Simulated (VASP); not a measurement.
Runs of VASP 6.6.1 on Pt. The structure is that of space group P6_3/mmc (No. 194), or close to it. The cells are those of the table. 

| cell | k mesh | gap on the mesh (eV) | pressure (GPa) |
| --- | --- | --- | --- |
| a = 2.753, b = 2.753, c = 9.192 Å, angles 90.0, 90.0, 120.0°, 4 atoms | 15 × 15 × 4 | none | 10.6 |
| a = 2.674, b = 2.674, c = 8.930 Å, angles 90.0, 90.0, 120.0°, 4 atoms | 15 × 15 × 4 | none | 43.4 |
| a = 2.714, b = 2.714, c = 9.063 Å, angles 90.0, 90.0, 120.0°, 4 atoms | 15 × 15 × 4 | none | (b) |
| a = 2.791, b = 2.791, c = 9.318 Å, angles 90.0, 90.0, 120.0°, 4 atoms | 15 × 15 × 4 | none | -0.5 |
| a = 2.898, b = 2.898, c = 9.677 Å, angles 90.0, 90.0, 120.0°, 4 atoms | 15 × 15 × 4 | none | -20.5 |
| a = 2.863, b = 2.863, c = 9.561 Å, angles 90.0, 90.0, 120.0°, 4 atoms | 15 × 15 × 4 | none | (a) |
| a = 2.791, b = 2.791, c = 9.318 Å, angles 90.0, 90.0, 120.0°, 4 atoms | 13 × 13 × 4 | none | -0.5 |
| a = 2.791, b = 2.791, c = 9.318 Å, angles 90.0, 90.0, 120.0°, 4 atoms | 17 × 17 × 5 | none | -0.5 |

Alike in all rows: task single point; level PBE; potentials or basis VASP PAW PBE potentials, release 64 (Pt); no spin polarisation; cutoff (eV) 520; smearing fermi-dirac 0.1 eV.

Task: Fill in the values left out.

Result: (a) -15.5; (b) 24.9.

Caveats: spin-orbit coupling is left out, which moves the levels of the heavy elements.

A k mesh can miss the band edges, and the runs leave out spin-orbit coupling on Pt.

A gap of «none» marks levels without a gap at the run's occupations.
